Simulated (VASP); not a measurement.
# Au (P6_3/mmc) in VASP: a series of runs

The runs below take Au through relaxation of shape and atoms at fixed volume, with PBE.

Everything below comes from runs of VASP 6.6.1. Logs are shortened: lines on timing, memory, paths and dates and some standing lists are left out, and cuts for length are marked.

## 1. The cell of the first run

Symmetry: P6_3/mmc, No. 194, hexagonal system. Conventional cell: a = 2.522 Å, b = 2.522 Å, c = 4.246 Å, α = 90.00°, β = 90.00°, γ = 120.00°. Within 3.3 Å of Au (site symmetry -6m2) lie 12 Au at 2.52 to 2.57 Å.

This isn't the form of Au at room conditions, which is fcc.

## 2. Relaxation of shape and atoms at fixed volume, PBE

INCAR

```
PREC = Accurate ; ENCUT = 600
EDIFF = 1E-7 ; ISMEAR = -1
SIGMA = 0.08 ; LREAL = F
LASPH = T ; NELM = 80
ALGO = Normal ; ISIF = 4
LWAVE = F ; LCHARG = F
GGA = PE ; IBRION = 2
NSW = 50 ; EDIFFG = -0.005
```

KPOINTS

```
regular mesh
0
Gamma
  15 15 8
```

POSCAR

```
Au
1.0
    2.5222446269      0.0000000000      0.0000000000
   -1.2611223134      2.1843279215      0.0000000000
    0.0000000000      0.0000000000      4.2460696965
Au
2
Direct
    0.3333333333      0.6666666667      0.2500000000
    0.6666666667      0.3333333333      0.7500000000
```

Potentials or basis: VASP PAW PBE potentials, release 64 (Au).

Launch:

```bash
$ cat potpaw_PBE.64/Au/POTCAR > POTCAR
$ mpirun -np 1 vasp_std > vasp.out
```

OUTCAR:

```text
PREC = Accurate
   ENCUT = 600
   EDIFF = 1E-7
   ISMEAR = -1
   LREAL = F
   LASPH = T
   NELM = 80
   ISIF = 4
   GGA = PE
   IBRION = 2
   NSW = 50
   EDIFFG = -0.005

 ion  position               nearest neighbor table
   1  0.333  0.667  0.250-   2 2.57   2 2.57   2 2.57   2 2.57   2 2.57   2 2.57   2 3.60   2 3.60
                             2 3.60   2 3.60   2 3.60   2 3.60
   2  0.667  0.333  0.750-   1 2.57   1 2.57   1 2.57   1 2.57   1 2.57   1 2.57   1 3.60   1 3.60
                             1 3.60   1 3.60   1 3.60   1 3.60

  LATTYP: Found a hexagonal cell.
 ALAT       =     2.5222446269
 C/A-ratio  =     1.6834488024

  Lattice vectors:

 A1 = (   2.5222446269,   0.0000000000,   0.0000000000)
 A2 = (  -1.2611223134,   2.1843279215,   0.0000000000)
 A3 = (   0.0000000000,   0.0000000000,   4.2460696965)

Analysis of symmetry for initial positions (statically):
=====================================================================
 Subroutine PRICEL returns:
 Original cell was already a primitive cell.

 Routine SETGRP: Setting up the symmetry group for a
 hexagonal supercell.

 Subroutine GETGRP returns: Found 24 space group operations
 (whereof 12 operations were pure point group operations)
 out of a pool of 24 trial point group operations.

The static configuration has the point symmetry D_3d.
 The point group associated with its full space group is D_6h.

Analysis of symmetry for dynamics (positions and initial velocities):
=====================================================================
 Subroutine PRICEL returns:
 Original cell was already a primitive cell.

 Routine SETGRP: Setting up the symmetry group for a
 hexagonal supercell.

 Subroutine GETGRP returns: Found 24 space group operations
 (whereof 12 operations were pure point group operations)
 out of a pool of 24 trial point group operations.

The dynamic configuration has the point symmetry D_3d.
 The point group associated with its full space group is D_6h.

 Subroutine INISYM returns: Found 24 space group operations
 (whereof 12 operations are pure point group operations),
 and found     1 'primitive' translations

----------------------------------------------------------------------------------------

                                     Primitive cell

  volume of cell :      23.3933

  direct lattice vectors                    reciprocal lattice vectors
     2.522244627  0.000000000  0.000000000     0.396472249  0.228903360  0.000000000
    -1.261122313  2.184327921  0.000000000     0.000000000  0.457806719  0.000000000
     0.000000000  0.000000000  4.246069697     0.000000000  0.000000000  0.235511914

  length of vectors
     2.522244627  2.522244627  4.246069697     0.457806719  0.457806719  0.235511914

  position of ions in fractional coordinates (direct lattice)
     0.333333333  0.666666667  0.250000000
     0.666666667  0.333333333  0.750000000

  ion indices of the primitive-cell ions
   primitive index   ion index
                 1           1
                 2           2

----------------------------------------------------------------------------------------

 KPOINTS: regular mesh

Automatic generation of k-mesh.
 Grid dimensions read from file:
 generate k-points for:   15   15    8

 Generating k-lattice:

  Cartesian coordinates                     Fractional coordinates (reciprocal lattice)
     0.026431483  0.015260224  0.000000000     0.066666667  0.000000000  0.000000000
     0.000000000  0.030520448  0.000000000     0.000000000  0.066666667  0.000000000
     0.000000000  0.000000000  0.029438989     0.000000000  0.000000000  0.125000000

  Length of vectors
     0.030520448  0.030520448  0.029438989

  Shift w.r.t. Gamma in fractional coordinates (k-lattice)
     0.000000000  0.000000000  0.000000000

 Subroutine IBZKPT returns following result:
 ===========================================

 Found    135 irreducible k-points:

 Following reciprocal coordinates:
            Coordinates               Weight
  0.000000  0.000000  0.000000      1.000000
  0.066667 -0.000000  0.000000      6.000000
  0.133333 -0.000000  0.000000      6.000000
  0.200000  0.000000  0.000000      6.000000
  0.266667 -0.000000  0.000000      6.000000
  0.333333 -0.000000  0.000000      6.000000
[... 16 lines left out ...]
  0.333333  0.200000  0.000000     12.000000
  0.400000  0.200000  0.000000      6.000000
 [... further k-points ...]
   k-points           NKPTS =    135   k-points in BZ     NKDIM =    135   number of bands    NBANDS=     15
   number of dos      NEDOS =    301   number of ions     NIONS =      2
   total plane-waves  NPLWV =  14400
   dimension x,y,z NGX =    20 NGY =   20 NGZ =   36
   dimension x,y,z NGXF=    40 NGYF=   40 NGZF=   72
   ions per type =               2
   NGX,Y,Z   is equivalent  to a cutoff of  13.18, 13.18, 14.10 a.u.
   NGXF,Y,Z  is equivalent  to a cutoff of  26.36, 26.36, 28.19 a.u.
 SYSTEM =  unknown system
   PREC   = accura    normal or accurate (medium, high low for compatibility)
   ISTART =      0    job   : 0-new  1-cont  2-samecut
   ICHARG =      2    charge: 1-file 2-atom 10-const
   ISPIN  =      1    spin polarized calculation?
   LNONCOLLINEAR =      F non collinear calculations
   LSORBIT =      F    spin-orbit coupling
   LASPH  =      T    aspherical Exc in radial PAW
   ENCUT  =  600.0 eV  44.10 Ry    6.64 a.u.   5.04  5.04  8.48*2*pi/ulx,y,z
   NELM   =     80;   NELMIN=  2; NELMDL= -5     # of ELM steps
   EDIFF  = 0.1E-06   stopping-criterion for ELM
   LREAL  =      F    real-space projection
   EDIFFG = -.5E-02   stopping-criterion for IOM
   NSW    =     50    number of steps for IOM
   IBRION =      2    ionic relax: 0-MD 1-quasi-New 2-CG
   NFREE  =      1    steps in history (QN), initial steepest desc. (CG)
   ISIF   =      4    stress and relaxation
   ISYM   =      2    0-nonsym 1-usesym 2-fastsym
   POTIM  = 0.5000    time-step for ionic-motion
   TEBEG  =    0.0;   TEEND  =   0.0 temperature during run
   PSTRESS=    0.0 pullay stress
   NELECT =      22.0000    total number of electrons
   NUPDOWN=      -1.0000    fix difference up-down
   EMIN   =  10.00;   EMAX   =-10.00  energy-range for DOS
   EFERMI =   0.00;   METHOD = LEGACY
   ISMEAR =    -1;   SIGMA  =   0.08  broadening in eV -4-tet -1-fermi 0-gaus
   EFERMI_NEDOS =   21; number of points for ismear=-14 and -15
   IALGO  =     38    algorithm
   IMIX   =      4    mixing-type and parameters
     AMIX     =   0.40;   BMIX     =  1.00
     AMIX_MAG =   1.60;   BMIX_MAG =  1.00
  volume/ion in A,a.u.               =      11.70        78.93
  Fermi-wavevector in a.u.,A,eV,Ry     =   1.603928  3.030985 35.002166  2.572587
  Thomas-Fermi vector in A             =   2.700514
   LORBIT       =      0    0 simple, 1 ext, 2 COOP (PROOUT), +10 PAW based schemes
   GGA     = PE    functional components
   LHFCALC =     F    Hartree Fock is set to
   AEXX    =    0.0000 exact exchange contribution
   IVDW    =     0    specifies the selected vdW correction
   LEPSILON=     F    determine dielectric tensor
   LRPA    =     F    only Hartree local field effects (RPA)
 conjugate gradient relaxation of ions
 non-spin polarized calculation
  energy-cutoff  :      600.00
  volume of cell :       23.39
 maximum number of plane-waves:       801
   NGX = 11   NGY = 11   NGZ = 17

--------------------------------------- Ionic step        1  -------------------------------------------

 number of electron      21.9999998 magnetization

 Free energy of the ion-electron system (eV)
  ---------------------------------------------------
  ext. energy  EPLUGINS =         0.00000000
  ---------------------------------------------------
  free energy    TOTEN  =        -1.41422488 eV

  energy without entropy =       -1.40444727  energy(sigma->0) =       -1.40933608

------------------------ aborting loop because EDIFF is reached ----------------------------------------

  FORCE on cell =-STRESS in cart. coord.  units (eV):
  Direction    XX          YY          ZZ          XY          YZ          ZX
  --------------------------------------------------------------------------------------
  -------------------------------------------------------------------------------------
  Total       30.5449916     30.5449916     28.2609175      0.0000000      0.0000000      0.0000000
  in kB     2091.9843475   2091.9843476   1935.5512651      0.0000000      0.0000000      0.0000000
  external PRESSURE =    2039.8399867 kB  Pullay stress =       0.0000000 kB
[... 93 lines left out ...]
  energy  without entropy=       -1.4227934358  energy(sigma->0) =       -1.42616461

--------------------------------------- Ionic step        4  -------------------------------------------

 number of electron      21.9999998 magnetization

 Free energy of the ion-electron system (eV)
  ---------------------------------------------------
  ext. energy  EPLUGINS =         0.00000000
  ---------------------------------------------------
  free energy    TOTEN  =        -1.42953962 eV

  energy without entropy =       -1.42284806  energy(sigma->0) =       -1.42619384

 E-fermi :  17.4352     XC(G=0): -15.0756

 val. band max:       17.3709768781   @ k =   0.4667  -0.0000   0.0000
 cond. band min:      17.5444056190   @ k =   0.3333   0.0667   0.3750
 fundamental gap:      0.1734287408
 Fermi energy:        17.4352356921

 k-point     1 :       0.0000    0.0000    0.0000
  band No.  band energies     occupation
      1       2.6576      2.00000
      2       5.4856      2.00000
      3       9.7043      2.00000
      4      10.0111      2.00000
      5      10.0111      2.00000
      6      10.6790      2.00000
      7      10.6790      2.00000
      8      11.7547      2.00000
      9      11.7547      2.00000
     10      14.2550      2.00000
     11      14.5100      2.00000
     12      14.5100      2.00000
     13      22.6986      0.00000
     14      30.5805      0.00000
     15      32.5087      0.00000
[... 397 lines left out ...]
 k-point    24 :       0.4000    0.2000    0.0000
  band No.  band energies     occupation
      1       6.8189      2.00000
      2       7.1744      2.00000
      3       7.4498      2.00000
      4       9.5362      2.00000
      5       9.7782      2.00000
      6      10.0864      2.00000
      7      11.2449      2.00000
      8      14.1308      2.00000
      9      14.5861      2.00000
     10      14.7349      2.00000
     11      19.4417      0.00000
     12      20.3179      0.00000
     13      23.9231      0.00000
     14      26.6532      0.00000
     15      28.6091      0.00000

 [... further k-points ...]
[... 5 lines left out ...]
  --------------------------------------------------------------------------------------
  -------------------------------------------------------------------------------------
  Total       29.7296163     29.7296163     29.7372131      0.0000000     -0.0000000      0.0000000
  in kB     2036.1404214   2036.1404215   2036.6607109      0.0000001     -0.0000000      0.0000000
  external PRESSURE =    2036.3138513 kB  Pullay stress =       0.0000000 kB
[... 17 lines left out ...]
  FREE ENERGIE OF THE ION-ELECTRON SYSTEM (eV)
  ---------------------------------------------------
  free  energy   TOTEN  =        -1.4295396208 eV

  energy  without entropy=       -1.4228480586  energy(sigma->0) =       -1.42619384

 reached required accuracy - stopping structural energy minimisation
```

Wall time 2.4 min (1 thread of Intel Xeon 8259CL, shared host); peak memory 0.19 GiB.

What came out:

```
Free energy               : -1.4295 eV
Energy gained by relaxing : 7.7 meV/atom
Ionic steps               : 4
Pressure after relaxing   : 203.6 GPa
Band gap on the k mesh    : zero (bands 11 and 12 overlap by 9.52 eV)
```

Step by step:
```csv
step,energy change (eV),largest force (eV/Å),pressure (GPa),volume (Å³)
1,0.0000,0.0000,203.98,23.39
2,0.0320,0.0000,204.39,23.39
3,-0.0153,0.0000,203.63,23.39
4,-0.0153,0.0000,203.63,23.39
```

Final structure:
```
CELL_PARAMETERS angstrom
2.53930 0.00000 0.00000
-1.26965 2.19910 0.00000
0.00000 0.00000 4.18921
ATOMIC_POSITIONS crystal
Au 0.33333 0.66667 0.25000
Au 0.66667 0.33333 0.75000
```

Caveat: spin-orbit coupling is left out, which moves the levels of the heavy elements.

## 3. Relaxation of shape and atoms at fixed volume, PBE

This run uses another cell than the first one, of 13.50 Å³/atom.

INCAR

```
SYSTEM = Au
ALGO = Normal
EDIFF = 1E-7
EDIFFG = -0.005
ENCUT = 600
GGA = PE
IBRION = 2
ISIF = 4
ISMEAR = -1
LASPH = .True.
LCHARG = .False.
LREAL = .False.
LWAVE = .False.
NELM = 60
NSW = 50
PREC = Accurate
SIGMA = 0.08
```

KPOINTS

```
k-points
0
Gamma
  15 15 8
  0 0 0
```

POSCAR

```
Au
1.0
    2.6454720316      0.0000000000      0.0000000000
   -1.3227360158      2.2910459844      0.0000000000
    0.0000000000      0.0000000000      4.4535167234
Au
2
Direct
    0.3333333333      0.6666666667      0.2500000000
    0.6666666667      0.3333333333      0.7500000000
```

Potentials or basis: VASP PAW PBE potentials, release 64 (Au).

Launch:

```bash
$ cat potpaw_PBE.64/Au/POTCAR > POTCAR
$ mpirun -np 1 vasp_std > vasp.out
```

It took 2.4 min on 1 thread of Intel Xeon 8259CL, shared host; peak memory 0.2 GiB.

It converged, with:

```yaml
Free_energy: -4.5872 eV
Energy_gained_by_relaxing: 4.0 meV/atom
Ionic_steps: 3
Pressure_after_relaxing: 91.0 GPa
Band_gap_on_the_k_mesh: zero (bands 11 and 12 overlap by 8.48 eV)
```

The path:
```tsv
step	energy change (eV)	largest force (eV/Å)	pressure (GPa)	volume (Å³)
1	0.0000	0.0000	91.31	26.99
2	-0.0032	0.0000	91.00	26.99
3	-0.0081	0.0000	91.00	26.99
```

Final structure:
```cif
data_structure
_symmetry_space_group_name_H-M 'P 1'
_symmetry_Int_Tables_number 1
_cell_length_a 2.6615
_cell_length_b 2.6615
_cell_length_c 4.3999
_cell_angle_alpha 90.000
_cell_angle_beta 90.000
_cell_angle_gamma 120.000
_cell_volume 26.99
loop_
_atom_site_label
_atom_site_type_symbol
_atom_site_fract_x
_atom_site_fract_y
_atom_site_fract_z
_atom_site_occupancy
Au1 Au 0.33333 0.66667 0.25000 1
Au2 Au 0.66667 0.33333 0.75000 1
```

Levels at points of the mesh, in eV from the Fermi level:
| k point | band 8 | band 9 | band 10 | band 11 | band 12 | band 13 | band 14 | band 15 |
| --- | --- | --- | --- | --- | --- | --- | --- | --- |
| (0.00, 0.00, 0.00) | -4.74 | -4.74 | -2.58 | -2.58 | -2.31 | 4.23 | 13.94 | 15.68 |
| (0.00, 0.00, 0.50) | -6.20 | -3.25 | -3.25 | -3.25 | -3.25 | 12.35 | 12.35 | 14.76 |

Caveat: spin-orbit coupling is left out, which moves the levels of the heavy elements.

## 4. Relaxation of shape and atoms at fixed volume, PBE

This run uses another cell than the first one, of 15.30 Å³/atom.

INCAR

```
ALGO = Normal
EDIFF = 1E-7
EDIFFG = -0.005
ENCUT = 600
GGA = PE
IBRION = 2
ISIF = 4
ISMEAR = -1
LASPH = T
LCHARG = F
LREAL = F
LWAVE = F
NELM = 60
NSW = 50
PREC = Accurate
SIGMA = 0.08
```

KPOINTS

```
k-points
0
Gamma
  15 15 8
```

POSCAR

```
Au
1.0
    2.7581786677      0.0000000000      0.0000000000
   -1.3790893338      2.3886527944      0.0000000000
    0.0000000000      0.0000000000      4.6432525749
Au
2
Direct
    0.3333333333      0.6666666667      0.2500000000
    0.6666666667      0.3333333333      0.7500000000
```

Launch:

```bash
$ cat potpaw_PBE.64/Au/POTCAR > POTCAR
$ mpirun -np 1 vasp_std > vasp.out
```

Wall time 2.4 min (1 thread of Intel Xeon 8259CL, shared host); peak memory 0.21 GiB.

It converged, with:

- Free energy: -5.9412 eV
- Energy gained by relaxing: 1.3 meV/atom
- Ionic steps: 3
- Pressure after relaxing: 35.8 GPa
- Band gap on the k mesh: zero (bands 11 and 12 overlap by 7.77 eV)

Step by step:
```
step  energy change (eV)  largest force (eV/Å)  pressure (GPa)  volume (Å³)
   1              0.0000                0.0000           36.02        30.59
   2             -0.0025                0.0000           35.82        30.59
   3             -0.0026                0.0000           35.84        30.59
```

Final structure:
```
CELL_PARAMETERS angstrom
2.76983 0.00000 0.00000
-1.38492 2.39874 0.00000
0.00000 0.00000 4.60427
ATOMIC_POSITIONS crystal
Au 0.33333 0.66667 0.25000
Au 0.66667 0.33333 0.75000
```

Levels at points of the mesh, in eV from the Fermi level:
| k point | band 9 | band 10 | band 11 | band 12 | band 13 | band 14 |
| --- | --- | --- | --- | --- | --- | --- |
| (0.00, 0.00, 0.00) | -4.09 | -2.37 | -2.37 | -1.66 | 3.37 | 14.35 |
| (0.00, 0.00, 0.50) | -2.93 | -2.93 | -2.93 | -2.93 | 11.56 | 11.56 |

Caveat: spin-orbit coupling is left out, which moves the levels of the heavy elements.

## 5. Summary

| cell | gap on the mesh (eV) | pressure (GPa) |
| --- | --- | --- |
| relaxed from a = 2.522, b = 2.522, c = 4.246 Å, angles 90.0, 90.0, 120.0°, 2 atoms | none | 203.6 |
| relaxed from a = 2.645, b = 2.645, c = 4.454 Å, angles 90.0, 90.0, 120.0°, 2 atoms | none | 91.0 |
| relaxed from a = 2.758, b = 2.758, c = 4.643 Å, angles 90.0, 90.0, 120.0°, 2 atoms | none | 35.8 |

Alike in all rows: task relaxation of shape and atoms at fixed volume; level PBE; potentials or basis VASP PAW PBE potentials, release 64 (Au); no spin polarisation; k mesh 15 × 15 × 8; cutoff (eV) 600; smearing fermi-dirac 0.08 eV.

Caveats: spin-orbit coupling is left out, which moves the levels of the heavy elements.

Absolute energies hang on the potentials; compare differences alone.

The gap in the log of VASP goes by the Fermi energy; the results here count the filled bands.